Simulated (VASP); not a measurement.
## InP: single point with PBE

Crystal: InP.

```xyz
2
Lattice="0.0000 2.9538 2.9538 2.9538 0.0000 2.9538 2.9538 2.9538 0.0000" Properties=species:S:1:pos:R:3 pbc="T T T"
In    0.0000    0.0000    0.0000
P     1.4769    1.4769    1.4769
```

```
Program             : VASP 6.6.1
Task                : single point
Functional          : PBE
Potentials or basis : VASP PAW PBE potentials, release 64 (In_d, P)
Cutoff              : 500 eV
k mesh              : 4 × 4 × 4
Occupations         : gaussian, width 0.01 eV
Spin                : no spin polarisation
```

```json
{
  "Pressure": "1.8 GPa",
  "Band gap on the k mesh": "0.57 eV, direct"
}
```

Levels at points of the mesh, in eV from the valence-band top:
| k point | band 5 | band 6 | band 7 | band 8 | band 9 | band 10 | band 11 | band 12 | band 13 | band 14 |
| --- | --- | --- | --- | --- | --- | --- | --- | --- | --- | --- |
| (0.00, 0.00, 0.00) | -14.05 | -11.36 | 0.00 | 0.00 | 0.00 | 0.57 | 4.06 | 4.06 | 4.06 | 8.46 |
| (0.50, 0.00, 0.00) | -14.04 | -9.71 | -5.63 | -0.94 | -0.94 | 1.42 | 4.78 | 4.78 | 7.04 | 9.37 |
| (0.50, 0.50, 0.00) | -14.02 | -9.08 | -5.67 | -2.25 | -2.25 | 1.78 | 2.25 | 9.07 | 9.42 | 9.42 |

Run time: 5.2 s on 1 thread of Intel(R) Xeon(R) Platinum 8559C (Emerald Rapids), on a shared host, peak memory 0.16 GiB.

Caveat: the k points lie up to 0.46 Å⁻¹ apart; spin-orbit coupling is left out, which moves the levels of the heavy elements.
